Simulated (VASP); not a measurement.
A run of VASP 6.6.1 is set up as follows.

INCAR

```
SYSTEM = Si
PREC     = Accurate       ! precision mode
ENCUT    = 520            ! plane-wave cutoff, eV
EDIFF    = 1E-6           ! SCF threshold, eV
ISMEAR   = -1             ! smearing method
SIGMA    = 0.05           ! smearing width, eV
LREAL    = .False.        ! projectors in reciprocal space
LASPH    = .True.         ! aspherical terms in the spheres
NELM     = 100            ! most SCF steps
ALGO     = Normal         ! electronic algorithm
ISIF     = 2              ! what is computed and relaxed
LWAVE    = .False.        ! write WAVECAR
LCHARG   = .True.         ! write CHGCAR
GGA      = PS             ! functional
IVDW     = 12             ! dispersion correction
LELF     = .True.         ! ELF
LVHAR    = .True.       
NBANDS   = 11             ! bands
```

The input KPOINTS:

```
regular mesh
0
Gamma
  8 8 8
  0 0 0
```

The input POSCAR:

```
Si
1.0
    0.0000000000      2.6976395662      2.6976395662
    2.6976395662      0.0000000000      2.6976395662
    2.6976395662      2.6976395662      0.0000000000
Si
2
Direct
    0.5000000000      0.5000000000      0.5000000000
    0.7500000000      0.7500000000      0.7500000000
```

Potentials or basis: VASP PAW PBE potentials, release 64 (Si).

Launch:

```console
$ cat potpaw_PBE.64/Si/POTCAR > POTCAR
$ mpirun -np 1 vasp_std > vasp.out
```

(1) Predict the pressure.

(2) Estimate the band gap on the k mesh.

(3) Predict the dispersion energy per atom.

## Answers

(1) 0.1 GPa.

(2) 0.47 eV, indirect (least direct gap 2.52 eV).

(3) -0.276 eV.

Caveat: the PAW data sets were made with another functional, which shifts forces and pressure a little.
